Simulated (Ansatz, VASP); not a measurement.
## Two plane-wave programs on HW3N4

```xyz
8
Lattice="4.1570 0.0000 0.0000 0.0000 4.1570 0.0000 0.0000 0.0000 4.1570" Properties=species:S:1:pos:R:3 pbc="T T T"
W     2.0785    2.0785    0.0000
W     0.0000    2.0785    2.0785
W     2.0785    0.0000    2.0785
N     2.0785    2.0785    2.0785
N     2.0785    0.0000    0.0000
N     0.0000    2.0785    0.0000
N     0.0000    0.0000    2.0785
H    -4.5034    3.8106    3.8106
```

Alike in both runs: task single point; functional LDA; k mesh 8 × 8 × 8; occupations gaussian, width 0.15 eV; no spin polarisation.

|  | VASP | Ansatz |
| --- | --- | --- |
| version | VASP 6.6.1 | Ansatz 0.2.0 |
| potentials or method | VASP PAW LDA potentials, release 64 (W_sv, N, H), cutoff 520 eV | scalar-relativistic, plane waves, PAW |
| valence electrons in the cell | 63 | 63 |

VASP gave:

- gap on the k mesh at the Fermi level (eV): none
- pressure (GPa): 8.9
- traceless stress, the component that is largest in VASP (GPa): -0.13
- rms of the force components (eV/Å): 0.409

Question: What did Ansatz give for the same quantities?

Answer: gap on the k mesh at the Fermi level (eV): none; pressure (GPa): 6.0; traceless stress, the component that is largest in VASP (GPa): -0.13; rms of the force components (eV/Å): 0.409.

Ansatz warns that its potentials were made for another functional, while VASP's fit it. LDA's correlation is that of Perdew and Zunger in VASP and of Perdew and Wang (1992) in Ansatz. Atom by atom the forces differ by 0.003 eV/Å (rms over components). A gap of «none» marks a metal or a gap that the smearing closes.

Spin-orbit coupling is off throughout.
